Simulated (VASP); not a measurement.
Runs of VASP 6.6.1 on BP (d3). The structure is that of space group F-43m (No. 216), or close to it. The cells are those of the table. 

```tsv
task	cell	k mesh	smearing	gap on the mesh (eV)	pressure (GPa)
single point	a = 3.250 Å, angles 60.0°, 2 atoms	10 × 10 × 10	gaussian 0.02 eV	1.29	-9.1
single point	a = 3.219 Å, angles 60.0°, 2 atoms	10 × 10 × 10	gaussian 0.02 eV	(d)	-5.0
single point	a = 3.155 Å, angles 60.0°, 2 atoms	10 × 10 × 10	gaussian 0.02 eV	1.17	(b)
relaxation of cell and atoms	relaxed from a = 3.209 Å, angles 60.0°, 2 atoms	10 × 10 × 10	gaussian 0.02 eV	1.21	0.0
single point	a = 3.089 Å, angles 60.0°, 2 atoms	10 × 10 × 10	gaussian 0.02 eV	1.08	(a)
single point	a = 3.187 Å, angles 60.0°, 2 atoms	10 × 10 × 10	gaussian 0.02 eV	1.21	-0.2
single point	a = 3.209 Å, angles 60.0°, 2 atoms	6 × 6 × 6	gaussian 0.1 eV	1.33	-3.4
single point	a = 3.280 Å, angles 60.0°, 2 atoms	10 × 10 × 10	gaussian 0.02 eV	1.33	-12.6
single point	a = 3.122 Å, angles 60.0°, 2 atoms	10 × 10 × 10	gaussian 0.02 eV	(c)	11.5
```

Alike in all rows: level PBE+D3(BJ); potentials or basis VASP PAW PBE potentials, release 64 (B, P); no spin polarisation; cutoff (eV) 500.

**Question.** Estimate the missing entries.

**Answer.** (a) 18.8; (b) 5.2; (c) 1.12; (d) 1.25.

A k mesh can miss the band edges.
